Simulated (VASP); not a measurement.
Write the native input for VASP 6.6.1 that does the following.

| Item | Value |
| --- | --- |
| Task | single point |
| Functional | PBE |
| Dispersion | D3(BJ) |
| Potentials or basis | VASP PAW PBE potentials, release 64 (S, W_sv) |
| Cutoff | 520 eV |
| k mesh | 9 × 9 × 1 |
| Occupations | gaussian, width 0.05 eV |
| Spin | no spin polarisation |
| Dipole correction | yes |
| Further INCAR settings | ALGO = Normal; EDIFF = 1e-06; NBANDS = 35 |

The structure of WS2 lies in POSCAR:

```
WS2
1.0
    3.1595456749      0.0000000000      0.0000000000
   -1.5797728375      2.7362468188      0.0000000000
    0.0000000000      0.0000000000     23.8042574588
S W
4 2
Direct
    0.3333333333      0.6666666667      0.1890418135
    0.3333333333      0.6666666667      0.3214605094
    0.3333333333      0.6666666667      0.4743743319
    0.3333333333      0.6666666667      0.6067930278
    0.6666666667      0.3333333333      0.2552511583
    0.6666666667      0.3333333333      0.5405836767
```

The input as run:

INCAR

```
PREC = Accurate
ENCUT = 520
EDIFF = 1E-6
ISMEAR = 0
SIGMA = 0.05
LREAL = F
LASPH = T
NELM = 100
ALGO = Normal
ISIF = 2
LWAVE = F
LCHARG = F
LDIPOL = T
IDIPOL = 3
DIPOL = 0.5 0.5 0.398
GGA = PE
IVDW = 12
NBANDS = 35
```

KPOINTS

```
regular mesh
0
Gamma
  9 9 1
```

Potentials or basis: VASP PAW PBE potentials, release 64 (S, W_sv).

Command:

```console
$ cat potpaw_PBE.64/S/POTCAR potpaw_PBE.64/W_sv/POTCAR > POTCAR
$ mpirun -np 1 vasp_std > vasp.out
```

It gave:

```
Largest force              : 0.032 eV/Å
Band gap on the k mesh     : 1.79 eV, indirect (least direct gap 1.91 eV)
Dispersion energy per atom : -0.347 eV
```

Caveat: spin-orbit coupling is left out, which moves the levels of the heavy elements.

Run time: 110 s on 1 thread of Intel(R) Xeon(R) Platinum 8488C (Sapphire Rapids), on a shared host, peak memory 0.33 GiB.
